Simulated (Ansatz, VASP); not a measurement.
**HgS2: VASP beside Ansatz**

```
Hg S
1.0
     3.43916   -2.49405   -0.18800
     3.43916    2.49405   -0.18800
    -2.61665    0.00000    4.96916
Hg S
1 2
Direct
  0.00000 0.00000 0.00000
  0.85018 0.85018 0.30454
  0.14982 0.14982 0.69546
```

Alike in both runs: functional PBE; k mesh 6 × 6 × 4; occupations gaussian, width 0.1 eV; no spin polarisation.

Ansatz relaxed the structure, and its values are those at the end. VASP's run is a single point on that final structure, the one shown.

|  | VASP | Ansatz |
| --- | --- | --- |
| version | VASP 6.6.1 | Ansatz 0.2.0 |
| potentials or method | VASP PAW PBE potentials, release 64 (Hg, S), cutoff 520 eV | scalar-relativistic, plane waves, PAW |
| valence electrons in the cell | 24 | 32 |

```tsv
	VASP	Ansatz	Ansatz less VASP
gap on the k mesh at the Fermi level (eV)	0.83	0.80	-0.026
least direct gap on the mesh (eV)	1.16	1.14	-0.023
pressure (GPa)	0.1	0.0	-0.07
rms of the force components (eV/Å)	0.068	0.008	-0.0595
```

VASP's potentials hold 24 valence electrons a cell and Ansatz's 32, so a difference there can come from the potentials and not from the codes.

Neither program's run includes spin-orbit coupling.
